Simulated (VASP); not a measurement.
# CoSi (P2_13) in VASP: notebook

CoSi is run at these levels: r2SCAN, PBE; tasks: single point, relaxation of cell and atoms.

All numbers are computed with VASP 6.6.1; they aren't measurements. Logs are shortened: lines on timing, memory, paths and dates and some standing lists are left out, and cuts for length are marked.

## Step 1: The cell of the first run

It takes space group P2_13 (No. 198, cubic). The conventional cell has a = 4.431 Å, b = 4.431 Å, c = 4.431 Å, α = 90.00°, β = 90.00°, γ = 90.00°. Co (site symmetry 3) has 7 Si at 2.32 to 2.43 Å and 6 Co at 2.72 Å within 3.1 Å. Si (site symmetry 3) has 7 Co at 2.32 to 2.43 Å and 6 Si at 2.74 Å within 3.1 Å.

## Step 2: Single point, r2SCAN

POSCAR reads:

```
CoSi
1.0
    4.4308490603      0.0000000000      0.0000000000
    0.0000000000      4.4308490603      0.0000000000
    0.0000000000      0.0000000000      4.4308490603
Co Si
4 4
Direct
    0.1450189116      0.1450189116      0.1450189116
    0.3549810884      0.8549810884      0.6450189116
    0.6450189116      0.3549810884      0.8549810884
    0.8549810884      0.6450189116      0.3549810884
    0.8431597103      0.8431597103      0.8431597103
    0.6568402897      0.1568402897      0.3431597103
    0.3431597103      0.6568402897      0.1568402897
    0.1568402897      0.3431597103      0.6568402897
```

INCAR.step1 reads:

```
SYSTEM = CoSi
PREC = Accurate
ENCUT = 520
ISMEAR = 0
SIGMA = 0.1
LREAL = .FALSE.
LASPH = .TRUE.
NELM = 80
NBANDS = 36
GGA = PE
ALGO = Normal
EDIFF = 1E-4
LWAVE = .TRUE.
LCHARG = .FALSE.
```

INCAR.step2 reads:

```
SYSTEM = CoSi
PREC = Accurate
ENCUT = 520
EDIFF = 1E-7
ISMEAR = 0
SIGMA = 0.1
LREAL = .FALSE.
LASPH = .TRUE.
NELM = 80
ALGO = Normal
ISIF = 2
LWAVE = .FALSE.
LCHARG = .FALSE.
METAGGA = R2SCAN
LMIXTAU = .TRUE.
NBANDS = 36
ISTART = 1
```

KPOINTS reads:

```
regular mesh
0
G
  8 8 8
  0 0 0
```

Potentials or basis: VASP PAW PBE potentials, release 64 (Co, Si).

Run with:

```sh
cat potpaw_PBE.64/Co/POTCAR potpaw_PBE.64/Si/POTCAR > POTCAR
cp INCAR.step1 INCAR
mpirun -np 1 vasp_std > vasp.out
cp INCAR.step2 INCAR
mpirun -np 1 vasp_std > vasp.out
```

OUTCAR:

```text
SYSTEM = CoSi
   PREC = Accurate
   ENCUT = 520
   EDIFF = 1E-7
   ISMEAR = 0
   LREAL = .FALSE.
   LASPH = .TRUE.
   NELM = 80
   ISIF = 2
   METAGGA = R2SCAN
   ISTART = 1

 ion  position               nearest neighbor table
   1  0.145  0.145  0.145-   5 2.32   8 2.34   7 2.34   6 2.34   7 2.43   8 2.43   6 2.43   3 2.72
                             4 2.72   2 2.72   2 2.72   4 2.72   3 2.72
   2  0.355  0.855  0.645-   6 2.32   7 2.34   5 2.34   8 2.34   7 2.43   8 2.43   5 2.43   1 2.72
                             1 2.72   3 2.72   3 2.72   4 2.72   4 2.72
   3  0.645  0.355  0.855-   7 2.32   6 2.34   5 2.34   8 2.34   8 2.43   6 2.43   5 2.43   1 2.72
                             4 2.72   2 2.72   2 2.72   4 2.72   1 2.72
   4  0.855  0.645  0.355-   8 2.32   5 2.34   7 2.34   6 2.34   6 2.43   5 2.43   7 2.43   1 2.72
                             3 2.72   2 2.72   1 2.72   2 2.72   3 2.72
   5  0.843  0.843  0.843-   1 2.32   4 2.34   3 2.34   2 2.34   3 2.43   4 2.43   2 2.43   6 2.74
                             7 2.74   8 2.74   6 2.74   8 2.74   7 2.74
   6  0.657  0.157  0.343-   2 2.32   3 2.34   1 2.34   4 2.34   3 2.43   4 2.43   1 2.43   8 2.74
                             5 2.74   5 2.74   7 2.74   7 2.74   8 2.74
   7  0.343  0.657  0.157-   3 2.32   2 2.34   1 2.34   4 2.34   4 2.43   2 2.43   1 2.43   8 2.74
                             5 2.74   8 2.74   6 2.74   6 2.74   5 2.74
   8  0.157  0.343  0.657-   4 2.32   1 2.34   3 2.34   2 2.34   2 2.43   1 2.43   3 2.43   7 2.74
                             5 2.74   7 2.74   5 2.74   6 2.74   6 2.74

  LATTYP: Found a simple cubic cell.
 ALAT       =     4.4308490603

  Lattice vectors:

 A1 = (   4.4308490603,   0.0000000000,   0.0000000000)
 A2 = (   0.0000000000,   4.4308490603,   0.0000000000)
 A3 = (   0.0000000000,   0.0000000000,   4.4308490603)

Analysis of symmetry for initial positions (statically):
=====================================================================
 Subroutine PRICEL returns:
 Original cell was already a primitive cell.

 Routine SETGRP: Setting up the symmetry group for a
 simple cubic supercell.

 Subroutine GETGRP returns: Found 12 space group operations
 (whereof  3 operations were pure point group operations)
 out of a pool of 48 trial point group operations.

The static configuration has the point symmetry C_3 .
 The point group associated with its full space group is T   .

Analysis of symmetry for dynamics (positions and initial velocities):
=====================================================================
 Subroutine PRICEL returns:
 Original cell was already a primitive cell.

 Routine SETGRP: Setting up the symmetry group for a
 simple cubic supercell.

 Subroutine GETGRP returns: Found 12 space group operations
 (whereof  3 operations were pure point group operations)
 out of a pool of 48 trial point group operations.

The dynamic configuration has the point symmetry C_3 .
[... 121 lines left out ...]
   TEBEG  =    0.0;   TEEND  =   0.0 temperature during run
   PSTRESS=    0.0 pullay stress
   NELECT =      52.0000    total number of electrons
   NUPDOWN=      -1.0000    fix difference up-down
   EMIN   =  10.00;   EMAX   =-10.00  energy-range for DOS
   EFERMI =   0.00;   METHOD = LEGACY
   ISMEAR =     0;   SIGMA  =   0.10  broadening in eV -4-tet -1-fermi 0-gaus
   EFERMI_NEDOS =   21; number of points for ismear=-14 and -15
   IALGO  =     38    algorithm
   IMIX   =      4    mixing-type and parameters
     AMIX     =   0.40;   BMIX     =  1.00
     AMIX_MAG =   1.60;   BMIX_MAG =  1.00
  volume/ion in A,a.u.               =      10.87        73.38
  Fermi-wavevector in a.u.,A,eV,Ry     =   1.379079  2.606080 25.876343  1.901858
  Thomas-Fermi vector in A             =   2.504081
   LORBIT       =      0    0 simple, 1 ext, 2 COOP (PROOUT), +10 PAW based schemes
   METAGGA = R2SCAN    functional components
   LHFCALC =     F    Hartree Fock is set to
   AEXX    =    0.0000 exact exchange contribution
   IVDW    =     0    specifies the selected vdW correction
   LEPSILON=     F    determine dielectric tensor
   LRPA    =     F    only Hartree local field effects (RPA)
 non-spin polarized calculation
 Gauss-broadening in eV      SIGMA  =   0.10
  energy-cutoff  :      520.00
  volume of cell :       86.99
 maximum number of plane-waves:      2360
 NGX is ok and might be reduce to    36
   NGX = 17   NGY = 17   NGZ = 17

 number of electron      52.0000004 magnetization

 Free energy of the ion-electron system (eV)
  ---------------------------------------------------
  ext. energy  EPLUGINS =         0.00000000
  ---------------------------------------------------
  free energy    TOTEN  =       -91.90177649 eV

  energy without entropy =      -91.89560821  energy(sigma->0) =      -91.89869235

 E-fermi :  12.0477     XC(G=0): -13.9039

 val. band max:       12.0423696786   @ k =   0.5000   0.5000   0.3750
 cond. band min:      12.1832021831   @ k =   0.3750   0.3750   0.3750
 fundamental gap:      0.1408325046
 Fermi energy:        12.0477406104

 k-point     1 :       0.0000    0.0000    0.0000
  band No.  band energies     occupation
      1      -2.3971      2.00000
      2       3.4275      2.00000
      3       3.4275      2.00000
      4       3.4275      2.00000
      5       6.2054      2.00000
      6       6.2054      2.00000
[... 925 lines left out ...]
     35      17.1243      0.00000
     36      18.0241      0.00000

 [... further k-points ...]
[... 5 lines left out ...]
  --------------------------------------------------------------------------------------
  -------------------------------------------------------------------------------------
  Total       -4.0037708     -4.0037708     -4.0037708      0.0000000      0.0000000      0.0000000
  in kB      -73.7426803    -73.7426803    -73.7426803      0.0000000      0.0000000      0.0000000
  external PRESSURE =     -73.7426803 kB  Pullay stress =       0.0000000 kB

 VOLUME and BASIS-vectors are now :
 -----------------------------------------------------------------------------
  energy-cutoff  :      520.00
  volume of cell :       86.99
      direct lattice vectors                 reciprocal lattice vectors
     4.430849060  0.000000000  0.000000000     0.225690378  0.000000000  0.000000000
     0.000000000  4.430849060  0.000000000     0.000000000  0.225690378  0.000000000
     0.000000000  0.000000000  4.430849060     0.000000000  0.000000000  0.225690378

 POSITION                                       TOTAL-FORCE (eV/Angst)
 -----------------------------------------------------------------------------------
      0.64256      0.64256      0.64256        -0.017112     -0.017112     -0.017112
      1.57287      3.78829      2.85798         0.017112      0.017112     -0.017112
      2.85798      1.57287      3.78829        -0.017112      0.017112      0.017112
      3.78829      2.85798      1.57287         0.017112     -0.017112      0.017112
      3.73591      3.73591      3.73591         0.002293      0.002293      0.002293
      2.91036      0.69494      1.52049        -0.002293     -0.002293      0.002293
      1.52049      2.91036      0.69494         0.002293     -0.002293     -0.002293
      0.69494      1.52049      2.91036        -0.002293      0.002293     -0.002293
 -----------------------------------------------------------------------------------
    total drift:                               -0.000000     -0.000000      0.000000

  FREE ENERGIE OF THE ION-ELECTRON SYSTEM (eV)
  ---------------------------------------------------
  free  energy   TOTEN  =       -91.9017764913 eV

  energy  without entropy=      -91.8956082116  energy(sigma->0) =      -91.89869235
```

Run time: 13 min. Hardware: 1 thread of Intel Xeon 8259CL, shared host; peak memory 0.28 GiB.

What came out:

```yaml
Free_energy: -91.9018 eV
Pressure: -7.4 GPa
Largest_force: 0.030 eV/Å
Band_gap_on_the_k_mesh: zero (bands 26 and 27 overlap by 0.20 eV)
```

Forces in eV/Å, atoms in the order of the input:
```
Co  -0.017 -0.017 -0.017
Co   0.017  0.017 -0.017
Co  -0.017  0.017  0.017
Co   0.017 -0.017  0.017
Si   0.002  0.002  0.002
Si  -0.002 -0.002  0.002
Si   0.002 -0.002 -0.002
Si  -0.002  0.002 -0.002
```

Caveat: the cell stands under tension; the PAW data sets were made with another functional, which shifts forces and pressure a little.

## Step 3: Relaxation of cell and atoms, PBE

This run uses another cell than the first one, of 10.93 Å³/atom.

INCAR reads:

```
PREC = Accurate ; ENCUT = 600
EDIFF = 1E-6 ; ISMEAR = 0
SIGMA = 0.1 ; LREAL = F
LASPH = T ; NELM = 60
ALGO = Normal ; ISIF = 3
LWAVE = F ; LCHARG = F
GGA = PE ; IBRION = 2
NSW = 100 ; EDIFFG = -0.005
```

KPOINTS reads:

```
Automatic mesh
0
Gamma
  8 8 8
```

POSCAR reads:

```
CoSi
1.0
    4.4380000000      0.0000000000      0.0000000000
    0.0000000000      4.4380000000      0.0000000000
    0.0000000000      0.0000000000      4.4380000000
Co Si
4 4
Direct
    0.1400000000      0.1400000000      0.1400000000
    0.3600000000      0.8600000000      0.6400000000
    0.6400000000      0.3600000000      0.8600000000
    0.8600000000      0.6400000000      0.3600000000
    0.8430000000      0.8430000000      0.8430000000
    0.6570000000      0.1570000000      0.3430000000
    0.3430000000      0.6570000000      0.1570000000
    0.1570000000      0.3430000000      0.6570000000
```

Potentials or basis: VASP PAW PBE potentials, release 64 (Co, Si).

Run with:

```sh
cat potpaw_PBE.64/Co/POTCAR potpaw_PBE.64/Si/POTCAR > POTCAR
mpirun -np 1 vasp_std > vasp.out
```

OUTCAR:

```text
PREC = Accurate
   ENCUT = 600
   EDIFF = 1E-6
   ISMEAR = 0
   LREAL = F
   LASPH = T
   NELM = 60
   ISIF = 3
   GGA = PE
   IBRION = 2
   NSW = 100
   EDIFFG = -0.005

 ion  position               nearest neighbor table
   1  0.140  0.140  0.140-   5 2.28   6 2.33   7 2.33   8 2.33   7 2.47   8 2.47   6 2.47   2 2.72
                             4 2.72   2 2.72   4 2.72   3 2.72   3 2.72
   2  0.360  0.860  0.640-   6 2.28   5 2.33   7 2.33   8 2.33   7 2.47   8 2.47   5 2.47   1 2.72
                             3 2.72   1 2.72   3 2.72   4 2.72   4 2.72
   3  0.640  0.360  0.860-   7 2.28   6 2.33   5 2.33   8 2.33   8 2.47   6 2.47   5 2.47   4 2.72
                             2 2.72   2 2.72   4 2.72   1 2.72   1 2.72
   4  0.860  0.640  0.360-   8 2.28   6 2.33   7 2.33   5 2.33   6 2.47   5 2.47   7 2.47   3 2.72
                             1 2.72   1 2.72   3 2.72   2 2.72   2 2.72
   5  0.843  0.843  0.843-   1 2.28   2 2.33   3 2.33   4 2.33   3 2.47   4 2.47   2 2.47   6 2.75
                             7 2.75   8 2.75   6 2.75   8 2.75   7 2.75
   6  0.657  0.157  0.343-   2 2.28   1 2.33   3 2.33   4 2.33   3 2.47   4 2.47   1 2.47   8 2.75
                             5 2.75   5 2.75   7 2.75   7 2.75   8 2.75
   7  0.343  0.657  0.157-   3 2.28   2 2.33   1 2.33   4 2.33   4 2.47   2 2.47   1 2.47   8 2.75
                             5 2.75   8 2.75   6 2.75   6 2.75   5 2.75
   8  0.157  0.343  0.657-   4 2.28   2 2.33   3 2.33   1 2.33   2 2.47   1 2.47   3 2.47   7 2.75
                             5 2.75   7 2.75   5 2.75   6 2.75   6 2.75

  LATTYP: Found a simple cubic cell.
 ALAT       =     4.4380000000

  Lattice vectors:

 A1 = (   4.4380000000,   0.0000000000,   0.0000000000)
 A2 = (   0.0000000000,   4.4380000000,   0.0000000000)
 A3 = (   0.0000000000,   0.0000000000,   4.4380000000)

Analysis of symmetry for initial positions (statically):
=====================================================================
 Subroutine PRICEL returns:
 Original cell was already a primitive cell.

 Routine SETGRP: Setting up the symmetry group for a
 simple cubic supercell.

 Subroutine GETGRP returns: Found 12 space group operations
 (whereof  3 operations were pure point group operations)
 out of a pool of 48 trial point group operations.

The static configuration has the point symmetry C_3 .
[... 154 lines left out ...]
   AEXX    =    0.0000 exact exchange contribution
   IVDW    =     0    specifies the selected vdW correction
   LEPSILON=     F    determine dielectric tensor
   LRPA    =     F    only Hartree local field effects (RPA)
 conjugate gradient relaxation of ions
 non-spin polarized calculation
 Gauss-broadening in eV      SIGMA  =   0.10
  energy-cutoff  :      600.00
  volume of cell :       87.41
 maximum number of plane-waves:      2968
   NGX = 17   NGY = 17   NGZ = 17

--------------------------------------- Ionic step        1  -------------------------------------------

 number of electron      51.9999992 magnetization

 Free energy of the ion-electron system (eV)
  ---------------------------------------------------
  ext. energy  EPLUGINS =         0.00000000
  ---------------------------------------------------
  free energy    TOTEN  =       -54.72875643 eV

  energy without entropy =      -54.72155414  energy(sigma->0) =      -54.72515529

------------------------ aborting loop because EDIFF is reached ----------------------------------------

  FORCE on cell =-STRESS in cart. coord.  units (eV):
  Direction    XX          YY          ZZ          XY          YZ          ZX
  --------------------------------------------------------------------------------------
  -------------------------------------------------------------------------------------
  Total       -0.2271981     -0.2271981     -0.2271981      0.0000000      0.0000000      0.0000000
  in kB       -4.1644100     -4.1644100     -4.1644100      0.0000000      0.0000000      0.0000000
  external PRESSURE =      -4.1644100 kB  Pullay stress =       0.0000000 kB
[... 239 lines left out ...]
--------------------------------------- Ionic step        7  -------------------------------------------

 number of electron      52.0000003 magnetization

 Free energy of the ion-electron system (eV)
  ---------------------------------------------------
  ext. energy  EPLUGINS =         0.00000000
  ---------------------------------------------------
  free energy    TOTEN  =       -54.75097727 eV

  energy without entropy =      -54.74413141  energy(sigma->0) =      -54.74755434

 E-fermi :  12.1360     XC(G=0): -12.8719

 val. band max:       12.1167867632   @ k =   0.5000   0.5000   0.3750
 cond. band min:      12.2554542821   @ k =   0.3750   0.3750   0.3750
 fundamental gap:      0.1386675190
 Fermi energy:        12.1359796512

 k-point     1 :       0.0000    0.0000    0.0000
  band No.  band energies     occupation
      1      -1.5575      2.00000
      2       3.9400      2.00000
      3       3.9400      2.00000
      4       3.9400      2.00000
      5       6.6405      2.00000
      6       6.6405      2.00000
[... 805 lines left out ...]
     30      14.1113      0.00000
     31      14.9642      0.00000

 [... further k-points ...]
[... 5 lines left out ...]
  --------------------------------------------------------------------------------------
  -------------------------------------------------------------------------------------
  Total        0.0073286      0.0073286      0.0073286      0.0000000      0.0000000      0.0000000
  in kB        0.1351130      0.1351130      0.1351130      0.0000000      0.0000000      0.0000000
  external PRESSURE =       0.1351130 kB  Pullay stress =       0.0000000 kB
[... 23 lines left out ...]
  FREE ENERGIE OF THE ION-ELECTRON SYSTEM (eV)
  ---------------------------------------------------
  free  energy   TOTEN  =       -54.7509772701 eV

  energy  without entropy=      -54.7441314061  energy(sigma->0) =      -54.74755434

 reached required accuracy - stopping structural energy minimisation
```

OSZICAR:

```text
N       E                     dE             d eps       ncg     rms          rms(c)
DAV:   1     0.377921495797E+03    0.37792E+03   -0.24832E+04  2790   0.216E+03
DAV:   2    -0.249842953987E+02   -0.40291E+03   -0.39362E+03  2790   0.429E+02
DAV:   3    -0.588205259931E+02   -0.33836E+02   -0.32822E+02  3230   0.145E+02
[... 58 lines left out ...]
       N       E                     dE             d eps       ncg     rms          rms(c)
DAV:   1    -0.547509852604E+02   -0.40756E-04   -0.10279E-03  2969   0.234E-01    0.310E-02
DAV:   2    -0.547509985581E+02   -0.13298E-04   -0.34524E-04  4324   0.226E-01    0.341E-02
DAV:   3    -0.547509776037E+02    0.20954E-04   -0.13395E-04  4100   0.143E-01    0.756E-03
DAV:   4    -0.547509772701E+02    0.33366E-06   -0.34089E-06  2405   0.162E-02
   7 F= -.54750977E+02 E0= -.54747554E+02  d E =-.536375E-03
```

It took 14 min on 1 thread of Intel Xeon 8259CL, shared host; peak memory 0.29 GiB.

What came out:

| Quantity | Value |
| --- | --- |
| Free energy | -54.7510 eV |
| Relaxed volume | 10.86 Å³/atom |
| Relaxed cell | a = 4.429 Å, b = 4.429 Å, c = 4.429 Å, α = 90.00°, β = 90.00°, γ = 90.00° |
| Space group after relaxing (to 0.1 Å) | P2_13 (No. 198) |
| Energy gained by relaxing | 2.8 meV/atom |
| Ionic steps | 7 |
| Pressure after relaxing | 0.0 GPa |
| Band gap on the k mesh | zero (bands 26 and 27 overlap by 0.21 eV) |

Forces on the atoms (eV/Å):
```
Co  -0.001 -0.001 -0.001
Co   0.001  0.001 -0.001
Co  -0.001  0.001  0.001
Co   0.001 -0.001  0.001
Si   0.002  0.002  0.002
Si  -0.002 -0.002  0.002
Si   0.002 -0.002 -0.002
Si  -0.002  0.002 -0.002
```

The path:
| step | energy change (eV) | largest force (eV/Å) | pressure (GPa) | volume (Å³) |
| --- | --- | --- | --- | --- |
| 1 | 0.0000 | 0.2713 | -0.42 | 87.41 |
| 2 | -0.0123 | 0.1874 | 0.18 | 87.05 |
| 3 | -0.0190 | 0.0841 | 1.22 | 86.51 |
| 4 | -0.0178 | 0.0776 | -1.57 | 87.51 |
| 5 | -0.0217 | 0.0591 | -0.06 | 86.95 |
| 6 | -0.0222 | 0.0154 | 0.02 | 86.91 |
| 7 | -0.0222 | 0.0028 | 0.01 | 86.90 |

Final structure:
```
Co Si
1.0
     4.42939    0.00000    0.00000
     0.00000    4.42939    0.00000
     0.00000    0.00000    4.42939
Co Si
4 4
Direct
  0.14512 0.14512 0.14512
  0.35488 0.85488 0.64512
  0.64512 0.35488 0.85488
  0.85488 0.64512 0.35488
  0.84319 0.84319 0.84319
  0.65681 0.15681 0.34319
  0.34319 0.65681 0.15681
  0.15681 0.34319 0.65681
```

Spin polarisation is off, so any magnetic state and its effect on volume and gap are missing.

The gap in the log of VASP goes by the Fermi energy; the results here count the filled bands.